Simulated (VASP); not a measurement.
A run of VASP 6.6.1 is set up as follows.

INCAR

```
SYSTEM = BaTiO3
PREC     = Accurate       ! precision mode
ENCUT    = 520            ! plane-wave cutoff, eV
EDIFF    = 1E-7           ! SCF threshold, eV
ISMEAR   = 0              ! smearing method
SIGMA    = 0.05           ! smearing width, eV
LREAL    = .False.        ! projectors in reciprocal space
LASPH    = .True.         ! aspherical terms in the spheres
NELM     = 100            ! most SCF steps
ALGO     = Normal         ! electronic algorithm
ISIF     = 2              ! what is computed and relaxed
LWAVE    = .False.        ! write WAVECAR
LCHARG   = .False.        ! write CHGCAR
GGA      = PE             ! functional
NBANDS   = 28             ! bands
```

Contents of KPOINTS:

```
Automatic mesh
0
Gamma
  6 6 6
  0 0 0
```

POSCAR

```
BaTiO3
1.0
    2.9437626815      1.6995821766      2.2288929340
   -2.9437626815      1.6995821766      2.2288929340
    0.0000000000     -3.3991643532      2.2288929340
Ba Ti O
1 1 3
Direct
    0.0049545205      0.0049545205      0.0049545205
    0.5191875227      0.5191875227      0.5191875227
    0.4883938465      0.4883938465      0.9777702638
    0.4883938465      0.9777702638      0.4883938465
    0.9777702638      0.4883938465      0.4883938465
```

Potentials or basis: VASP PAW PBE potentials, release 64 (Ba_sv, Ti_sv, O).

Run with:

```console
$ cat potpaw_PBE.64/Ba_sv/POTCAR potpaw_PBE.64/Ti_sv/POTCAR potpaw_PBE.64/O/POTCAR > POTCAR
$ mpirun -np 1 vasp_std > vasp.out
```

Q: Predict the largest force.

A: 0.240 eV/Å.

Q: Estimate the band gap on the k mesh.

A: 2.39 eV, indirect (least direct gap 2.89 eV).

Q: Estimate the pressure.

A: 1.2 GPa.

Forces in eV/Å, atoms in the order of the input:
```
Ba   0.000  0.000 -0.076
Ti   0.000  0.000 -0.234
O    0.000  0.217  0.104
O    0.188 -0.108  0.104
O   -0.188 -0.108  0.104
```

Caveat: spin-orbit coupling is left out, which moves the levels of the heavy elements. A k mesh can miss the band edges.
